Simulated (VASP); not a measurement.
The system is Cd.

```
Cd
1.0
     0.00000    2.21815    2.21815
     2.21815    0.00000    2.21815
     2.21815    2.21815    0.00000
Cd
1
Direct
  0.00000 0.00000 0.00000
```

This isn't the form of Cd at room conditions, which is hcp.

| Item | Value |
| --- | --- |
| Program | VASP 6.6.1 |
| Task | relaxation of cell and atoms |
| Functional | revPBE |
| Potentials or basis | VASP PAW PBE potentials, release 64 (Cd) |
| Cutoff | 600 eV |
| k mesh | 10 × 10 × 10 |
| Occupations | methfessel-paxton, width 0.05 eV |
| Spin | non-collinear spin, zero start, spin-orbit coupling |
| Starting moments | [[0.0, 0.0, 0.0]] μB |

At the start: pressure 4.3 GPa; volume 21.83 Å³/atom.

Task: Where does the relaxation end?

Result: Over 3 steps the energy falls by 25.3 meV/atom and the volume is 23.95 Å³/atom (+9.7 %); space group Fm-3m (No. 225, to 0.1 Å) before and after; moment 0.00 μB per cell.

The path:
| step | energy change (eV) | largest force (eV/Å) | pressure (GPa) | volume (Å³) |
| --- | --- | --- | --- | --- |
| 1 | 0.0000 | 0.0000 | 4.31 | 21.83 |
| 2 | -0.0251 | 0.0000 | 0.30 | 23.74 |
| 3 | -0.0253 | 0.0000 | -0.04 | 23.95 |

Final structure:
```xyz
1
Lattice="0.0000 2.2878 2.2878 2.2878 0.0000 2.2878 2.2878 2.2878 0.0000" Properties=species:S:1:pos:R:3 pbc="T T T"
Cd    0.0000    0.0000    0.0000
```

Caveat: the PAW data sets were made with another functional, which shifts forces and pressure a little.
